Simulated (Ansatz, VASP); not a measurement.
# C in VASP and in Ansatz

```
CELL_PARAMETERS angstrom
1.23248 0.71157 3.36094
-1.23248 0.71157 3.36094
0.00000 -1.42315 3.36094
ATOMIC_POSITIONS crystal
C 0.15134 0.15134 0.18296
C 0.84866 0.84866 0.81704
```

Change from the starting cell: mode 4 frozen in at -0.048 Å and mode 6 at -0.045 Å (largest displacements).

Alike in both runs: task single point; functional PBE; dispersion D3(BJ); k mesh 15 × 15 × 15; occupations gaussian, width 0.05 eV; no spin polarisation.

|  | VASP | Ansatz |
| --- | --- | --- |
| version | VASP 6.6.1 | Ansatz 0.2.0 |
| potentials or method | VASP PAW PBE potentials, release 64 (C), cutoff 520 eV | scalar-relativistic, plane waves, PAW |
| valence electrons in the cell | 8 | 8 |

```csv
,VASP,Ansatz,Ansatz less VASP
gap on the k mesh at the Fermi level (eV),0.34,0.35,+0.001
least direct gap on the mesh (eV),0.34,0.35,+0.001
pressure (GPa),3.9,3.5,-0.39
"traceless stress, the component that is largest in VASP (GPa)",12.87,12.49,-0.383
rms of the force components (eV/Å),3.162,3.157,-0.0045
```

Atom by atom the forces differ by 0.006 eV/Å (rms over components).
